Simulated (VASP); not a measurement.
# Bi (Pm-3m) in VASP: notebook, part 2 of 2

VASP 6.6.1.

### Step 4. Single point, PBE (volume scaled by 0.58)

INCAR reads:

```
SYSTEM = Bi
PREC = Accurate
ENCUT = 520
EDIFF = 1E-6
ISMEAR = -1
SIGMA = 0.08
LREAL = .False.
LASPH = .True.
NELM = 60
ALGO = Normal
ISIF = 2
LWAVE = .False.
LCHARG = .False.
GGA = PE
NBANDS = 14
```

KPOINTS reads:

```
Automatic mesh
0
Gamma
  13 13 13
  0 0 0
```

POSCAR reads:

```
Bi
1.0
    2.7308571799      0.0000000000      0.0000000000
    0.0000000000      2.7308571799      0.0000000000
    0.0000000000      0.0000000000      2.7308571799
Bi
1
Direct
    0.0000000000      0.0000000000      0.0000000000
```

Potentials or basis: VASP PAW PBE potentials, release 64 (Bi_d).

Run with:

```sh
$ cat potpaw_PBE.64/Bi_d/POTCAR > POTCAR
$ mpirun -np 1 vasp_std > vasp.out
```

OUTCAR:

```text
SYSTEM = Bi
   PREC = Accurate
   ENCUT = 520
   EDIFF = 1E-6
   ISMEAR = -1
   LREAL = .False.
   LASPH = .True.
   NELM = 60
   ISIF = 2
   GGA = PE

 ion  position               nearest neighbor table
   1  0.000  0.000  0.000-

  LATTYP: Found a simple cubic cell.
 ALAT       =     2.7308571799

  Lattice vectors:

 A1 = (   2.7308571799,   0.0000000000,   0.0000000000)
 A2 = (   0.0000000000,   2.7308571799,   0.0000000000)
 A3 = (   0.0000000000,   0.0000000000,   2.7308571799)

Analysis of symmetry for initial positions (statically):
=====================================================================
 Subroutine PRICEL returns:
 Original cell was already a primitive cell.

 Routine SETGRP: Setting up the symmetry group for a
 simple cubic supercell.

 Subroutine GETGRP returns: Found 48 space group operations
 (whereof 48 operations were pure point group operations)
 out of a pool of 48 trial point group operations.

The static configuration has the point symmetry O_h .

Analysis of symmetry for dynamics (positions and initial velocities):
=====================================================================
[... 160 lines left out ...]
 Fermi energy:        14.9026430271

 k-point     1 :       0.0000    0.0000    0.0000
  band No.  band energies     occupation
      1     -10.2236      2.00000
      2     -10.2236      2.00000
      3      -8.7022      2.00000
      4      -8.7022      2.00000
      5      -8.7022      2.00000
      6      -3.4492      2.00000
      7      18.8239      0.00000
      8      18.8239      0.00000
      9      18.8239      0.00000
     10      24.0530      0.00000
     11      24.5470      0.00000
     12      24.5470      0.00000
     13      33.0650      0.00000
     14      33.0650      0.00000
[... 377 lines left out ...]
      1      -9.7895      2.00000
      2      -9.4887      2.00000
      3      -9.0369      2.00000
      4      -8.9479      2.00000
      5      -8.7670      2.00000
      6       1.8989      2.00000
      7       9.2794      2.00000
      8      12.6419      2.00000
      9      19.5667      0.00000
     10      24.8763      0.00000
     11      25.7785      0.00000
     12      28.2233      0.00000
     13      31.0703      0.00000
     14      34.2980      0.00000

 [... further k-points ...]
[... 5 lines left out ...]
  --------------------------------------------------------------------------------------
  -------------------------------------------------------------------------------------
  Total       11.5156689     11.5156689     11.5156689     -0.0000000     -0.0000000      0.0000000
  in kB      905.9469947    905.9469947    905.9469947     -0.0000000     -0.0000000      0.0000000
  external PRESSURE =     905.9469947 kB  Pullay stress =       0.0000000 kB

 VOLUME and BASIS-vectors are now :
 -----------------------------------------------------------------------------
  energy-cutoff  :      520.00
  volume of cell :       20.37
      direct lattice vectors                 reciprocal lattice vectors
     2.730857180  0.000000000  0.000000000     0.366185389  0.000000000  0.000000000
     0.000000000  2.730857180  0.000000000     0.000000000  0.366185389  0.000000000
     0.000000000  0.000000000  2.730857180     0.000000000  0.000000000  0.366185389

 POSITION                                       TOTAL-FORCE (eV/Angst)
 -----------------------------------------------------------------------------------
      0.00000      0.00000      0.00000         0.000000      0.000000      0.000000
 -----------------------------------------------------------------------------------
    total drift:                               -0.000000      0.000000     -0.000000

  FREE ENERGIE OF THE ION-ELECTRON SYSTEM (eV)
  ---------------------------------------------------
  free  energy   TOTEN  =        -1.3509558146 eV

  energy  without entropy=       -1.3437783469  energy(sigma->0) =       -1.34736708
```

Run time: 6.5 s. Hardware: 1 thread of AMD EPYC 9R45 (Zen 5), shared host; peak memory 0.1 GiB.

What came out:

| Quantity | Value |
| --- | --- |
| Free energy | -1.3510 eV |
| Pressure | 90.6 GPa |

Caveat: spin-orbit coupling is left out, which moves the levels of the heavy elements.

### Step 5. Single point, PBE (volume scaled by 0.68)

INCAR reads:

```
SYSTEM = Bi
ALGO     = Normal         ! electronic algorithm
EDIFF    = 1E-7           ! SCF threshold, eV
ENCUT    = 520            ! plane-wave cutoff, eV
GGA      = PE             ! functional
ISIF     = 2              ! what is computed and relaxed
ISMEAR   = -1             ! smearing method
LASPH    = .True.         ! aspherical terms in the spheres
LCHARG   = .False.        ! write CHGCAR
LREAL    = .False.        ! projectors in reciprocal space
LWAVE    = .False.        ! write WAVECAR
NBANDS   = 14             ! bands
NELM     = 60             ! most SCF steps
PREC     = Accurate       ! precision mode
SIGMA    = 0.08           ! smearing width, eV
```

KPOINTS reads:

```
k-points
0
Gamma
  13 13 13
  0 0 0
```

POSCAR reads:

```
Bi
1.0
    2.8795588638      0.0000000000      0.0000000000
    0.0000000000      2.8795588638      0.0000000000
    0.0000000000      0.0000000000      2.8795588638
Bi
1
Direct
    0.0000000000      0.0000000000      0.0000000000
```

Potentials or basis: VASP PAW PBE potentials, release 64 (Bi_d).

Run with:

```sh
$ cat potpaw_PBE.64/Bi_d/POTCAR > POTCAR
$ mpirun -np 1 vasp_std > vasp.out
```

OUTCAR:

```text
SYSTEM = Bi
   EDIFF = 1E-7
   ENCUT = 520
   GGA = PE
   ISIF = 2
   ISMEAR = -1
   LASPH = .True.
   LREAL = .False.
   NELM = 60
   PREC = Accurate

 ion  position               nearest neighbor table
   1  0.000  0.000  0.000-

  LATTYP: Found a simple cubic cell.
 ALAT       =     2.8795588638

  Lattice vectors:

 A1 = (   2.8795588638,   0.0000000000,   0.0000000000)
 A2 = (   0.0000000000,   2.8795588638,   0.0000000000)
 A3 = (   0.0000000000,   0.0000000000,   2.8795588638)

Analysis of symmetry for initial positions (statically):
=====================================================================
 Subroutine PRICEL returns:
 Original cell was already a primitive cell.

 Routine SETGRP: Setting up the symmetry group for a
 simple cubic supercell.

 Subroutine GETGRP returns: Found 48 space group operations
 (whereof 48 operations were pure point group operations)
 out of a pool of 48 trial point group operations.

The static configuration has the point symmetry O_h .

Analysis of symmetry for dynamics (positions and initial velocities):
=====================================================================
 Subroutine PRICEL returns:
 Original cell was already a primitive cell.

 Routine SETGRP: Setting up the symmetry group for a
 simple cubic supercell.

 Subroutine GETGRP returns: Found 48 space group operations
 (whereof 48 operations were pure point group operations)
 out of a pool of 48 trial point group operations.

The dynamic configuration has the point symmetry O_h .

 Subroutine INISYM returns: Found 48 space group operations
 (whereof 48 operations are pure point group operations),
 and found     1 'primitive' translations

----------------------------------------------------------------------------------------

                                     Primitive cell

  volume of cell :      23.8769

  direct lattice vectors                    reciprocal lattice vectors
     2.879558864  0.000000000  0.000000000     0.347275415  0.000000000  0.000000000
     0.000000000  2.879558864  0.000000000     0.000000000  0.347275415  0.000000000
     0.000000000  0.000000000  2.879558864     0.000000000  0.000000000  0.347275415

  length of vectors
     2.879558864  2.879558864  2.879558864     0.347275415  0.347275415  0.347275415

  position of ions in fractional coordinates (direct lattice)
     0.000000000  0.000000000  0.000000000

  ion indices of the primitive-cell ions
   primitive index   ion index
                 1           1

----------------------------------------------------------------------------------------

 KPOINTS: k-points

Automatic generation of k-mesh.
 Grid dimensions read from file:
 generate k-points for:   13   13   13

 Generating k-lattice:

  Cartesian coordinates                     Fractional coordinates (reciprocal lattice)
     0.026713493  0.000000000  0.000000000     0.076923077  0.000000000  0.000000000
     0.000000000  0.026713493  0.000000000     0.000000000  0.076923077  0.000000000
     0.000000000  0.000000000  0.026713493     0.000000000  0.000000000  0.076923077

  Length of vectors
     0.026713493  0.026713493  0.026713493

  Shift w.r.t. Gamma in fractional coordinates (k-lattice)
     0.000000000  0.000000000  0.000000000

 Subroutine IBZKPT returns following result:
 ===========================================

 Found     84 irreducible k-points:

 Following reciprocal coordinates:
            Coordinates               Weight
  0.000000  0.000000  0.000000      1.000000
  0.076923  0.000000  0.000000      6.000000
  0.153846  0.000000  0.000000      6.000000
  0.230769  0.000000  0.000000      6.000000
  0.307692  0.000000  0.000000      6.000000
  0.384615  0.000000  0.000000      6.000000
[... 16 lines left out ...]
  0.307692  0.307692  0.000000     12.000000
  0.384615  0.307692  0.000000     24.000000
 [... further k-points ...]
   k-points           NKPTS =     84   k-points in BZ     NKDIM =     84   number of bands    NBANDS=     14
   number of dos      NEDOS =    301   number of ions     NIONS =      1
   total plane-waves  NPLWV =  13824
   dimension x,y,z NGX =    24 NGY =   24 NGZ =   24
   dimension x,y,z NGXF=    48 NGYF=   48 NGZF=   48
   ions per type =               1
   NGX,Y,Z   is equivalent  to a cutoff of  13.86, 13.86, 13.86 a.u.
   NGXF,Y,Z  is equivalent  to a cutoff of  27.71, 27.71, 27.71 a.u.
 SYSTEM =  Bi
   PREC   = accura    normal or accurate (medium, high low for compatibility)
   ISTART =      0    job   : 0-new  1-cont  2-samecut
   ICHARG =      2    charge: 1-file 2-atom 10-const
   ISPIN  =      1    spin polarized calculation?
   LNONCOLLINEAR =      F non collinear calculations
   LSORBIT =      F    spin-orbit coupling
   LASPH  =      T    aspherical Exc in radial PAW
   ENCUT  =  520.0 eV  38.22 Ry    6.18 a.u.   5.35  5.35  5.35*2*pi/ulx,y,z
   NELM   =     60;   NELMIN=  2; NELMDL= -5     # of ELM steps
   EDIFF  = 0.1E-06   stopping-criterion for ELM
   LREAL  =      F    real-space projection
   EDIFFG = 0.1E-05   stopping-criterion for IOM
   NSW    =      0    number of steps for IOM
   IBRION =     -1    ionic relax: 0-MD 1-quasi-New 2-CG
   NFREE  =      0    steps in history (QN), initial steepest desc. (CG)
   ISIF   =      2    stress and relaxation
   ISYM   =      2    0-nonsym 1-usesym 2-fastsym
   POTIM  = 0.5000    time-step for ionic-motion
   TEBEG  =    0.0;   TEEND  =   0.0 temperature during run
   PSTRESS=    0.0 pullay stress
   NELECT =      15.0000    total number of electrons
   NUPDOWN=      -1.0000    fix difference up-down
   EMIN   =  10.00;   EMAX   =-10.00  energy-range for DOS
   EFERMI =   0.00;   METHOD = LEGACY
   ISMEAR =    -1;   SIGMA  =   0.08  broadening in eV -4-tet -1-fermi 0-gaus
   EFERMI_NEDOS =   21; number of points for ismear=-14 and -15
   IALGO  =     38    algorithm
   IMIX   =      4    mixing-type and parameters
     AMIX     =   0.40;   BMIX     =  1.00
     AMIX_MAG =   1.60;   BMIX_MAG =  1.00
  volume/ion in A,a.u.               =      23.88       161.13
  Fermi-wavevector in a.u.,A,eV,Ry     =   1.402101  2.649587 26.747518  1.965887
  Thomas-Fermi vector in A             =   2.524896
   LORBIT       =      0    0 simple, 1 ext, 2 COOP (PROOUT), +10 PAW based schemes
   GGA     = PE    functional components
   LHFCALC =     F    Hartree Fock is set to
   AEXX    =    0.0000 exact exchange contribution
   IVDW    =     0    specifies the selected vdW correction
   LEPSILON=     F    determine dielectric tensor
   LRPA    =     F    only Hartree local field effects (RPA)
 non-spin polarized calculation
  energy-cutoff  :      520.00
  volume of cell :       23.88
 maximum number of plane-waves:       660
 NGX is ok and might be reduce to    24
   NGX = 11   NGY = 11   NGZ = 11

 number of electron      15.0000004 magnetization

 Free energy of the ion-electron system (eV)
  ---------------------------------------------------
  ext. energy  EPLUGINS =         0.00000000
  ---------------------------------------------------
  free energy    TOTEN  =        -2.77810500 eV

  energy without entropy =       -2.77257198  energy(sigma->0) =       -2.77533849

 E-fermi :  11.8946     XC(G=0): -11.4837

 val. band max:       11.8465291761   @ k =   0.3077   0.2308   0.1538
 cond. band min:      11.8981347446   @ k =   0.2308   0.2308   0.2308
 fundamental gap:      0.0516055684
 Fermi energy:        11.8946179873

 k-point     1 :       0.0000    0.0000    0.0000
  band No.  band energies     occupation
      1     -12.2592      2.00000
      2     -12.2592      2.00000
      3     -11.2771      2.00000
      4     -11.2771      2.00000
      5     -11.2771      2.00000
      6      -4.4859      2.00000
      7      15.6911      0.00000
      8      15.6911      0.00000
      9      15.6911      0.00000
     10      20.1709      0.00000
     11      20.8695      0.00000
     12      20.8695      0.00000
     13      29.8290      0.00000
     14      29.8290      0.00000
[... 375 lines left out ...]
 k-point    24 :       0.3846    0.3077    0.0000
  band No.  band energies     occupation
      1     -11.9602      2.00000
      2     -11.7586      2.00000
      3     -11.4883      2.00000
      4     -11.4323      2.00000
      5     -11.2917      2.00000
      6      -0.0946      2.00000
      7       7.1575      2.00000
      8       9.8863      2.00000
      9      16.7363      0.00000
     10      20.5432      0.00000
     11      22.7312      0.00000
     12      25.0782      0.00000
     13      27.3725      0.00000
     14      30.0544      0.00000

 [... further k-points ...]
[... 5 lines left out ...]
  --------------------------------------------------------------------------------------
  -------------------------------------------------------------------------------------
  Total        6.6015883      6.6015883      6.6015883      0.0000000     -0.0000000     -0.0000000
  in kB      442.9769565    442.9769565    442.9769565      0.0000000     -0.0000000     -0.0000000
  external PRESSURE =     442.9769565 kB  Pullay stress =       0.0000000 kB

 VOLUME and BASIS-vectors are now :
 -----------------------------------------------------------------------------
  energy-cutoff  :      520.00
  volume of cell :       23.88
      direct lattice vectors                 reciprocal lattice vectors
     2.879558864  0.000000000  0.000000000     0.347275415  0.000000000  0.000000000
     0.000000000  2.879558864  0.000000000     0.000000000  0.347275415  0.000000000
     0.000000000  0.000000000  2.879558864     0.000000000  0.000000000  0.347275415

 POSITION                                       TOTAL-FORCE (eV/Angst)
 -----------------------------------------------------------------------------------
      0.00000      0.00000      0.00000         0.000000      0.000000      0.000000
 -----------------------------------------------------------------------------------
    total drift:                               -0.000000     -0.000000     -0.000000

  FREE ENERGIE OF THE ION-ELECTRON SYSTEM (eV)
  ---------------------------------------------------
  free  energy   TOTEN  =        -2.7781049967 eV

  energy  without entropy=       -2.7725719783  energy(sigma->0) =       -2.77533849
```

Run time: 11 s. Hardware: 1 thread of AMD EPYC 9R45 (Zen 5), shared host; peak memory 0.12 GiB.

Results:

```
Free energy : -2.7781 eV
Pressure    : 44.3 GPa
```

Caveat: spin-orbit coupling is left out, which moves the levels of the heavy elements.

### Step 6. Overview

```csv
cell,gap on the mesh (eV),pressure (GPa)
"a = 2.599 Å, 1 atom",none,162.4
"a = 2.731 Å, 1 atom",none,90.6
"a = 2.880 Å, 1 atom",none,44.3
```

Alike in all rows: task single point; level PBE; potentials or basis VASP PAW PBE potentials, release 64 (Bi_d); no spin polarisation; k mesh 13 × 13 × 13; cutoff (eV) 520; smearing fermi-dirac 0.08 eV.

Caveats: spin-orbit coupling is left out, which moves the levels of the heavy elements.

Absolute energies hang on the potentials; compare differences alone.
